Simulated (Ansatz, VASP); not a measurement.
Two plane-wave programs on Pt

```
Pt
1.0
     2.69165    0.00000    0.00000
    -1.34582    2.45058    0.00000
     0.00000    0.00000    4.79213
Pt
2
Direct
  0.66667 0.33333 0.75000
  0.33333 0.66667 0.25000
```

Change from the starting cell: strain -0.0250 x Voigt [1, -1, 0, 0, 0, 0], atoms carried along.

Alike in both runs: task single point; functional r2SCAN; k mesh 18 × 18 × 10; occupations gaussian, width 0.15 eV; no spin polarisation.

|  | VASP | Ansatz |
| --- | --- | --- |
| version | VASP 6.6.1 | Ansatz 0.2.0 |
| potentials or method | VASP PAW PBE potentials, release 64 (Pt), cutoff 520 eV | scalar-relativistic, plane waves, PAW |
| valence electrons in the cell | 20 | 36 |

Ansatz gave:

- gap on the k mesh at the Fermi level (eV): none
- pressure (GPa): -5.7
- traceless stress, the component that is largest in VASP (GPa): 5.93
- rms of the force components (eV/Å): 0.008

Problem. What did VASP give for the same quantities?

Solution. gap on the k mesh at the Fermi level (eV): none; pressure (GPa): -5.1; traceless stress, the component that is largest in VASP (GPa): 6.09; rms of the force components (eV/Å): 0.008.

VASP's potentials were made for PBE, not for r2SCAN. Atom by atom the forces differ by 0.000 eV/Å (rms over components). A gap of «none» marks a metal or a gap that the smearing closes. With one functional, cell and mesh, what is left measures potentials, basis and numerics. VASP's potentials hold 20 valence electrons a cell and Ansatz's 36, so a difference there can come from the potentials and not from the codes.

Neither program's run includes spin-orbit coupling.
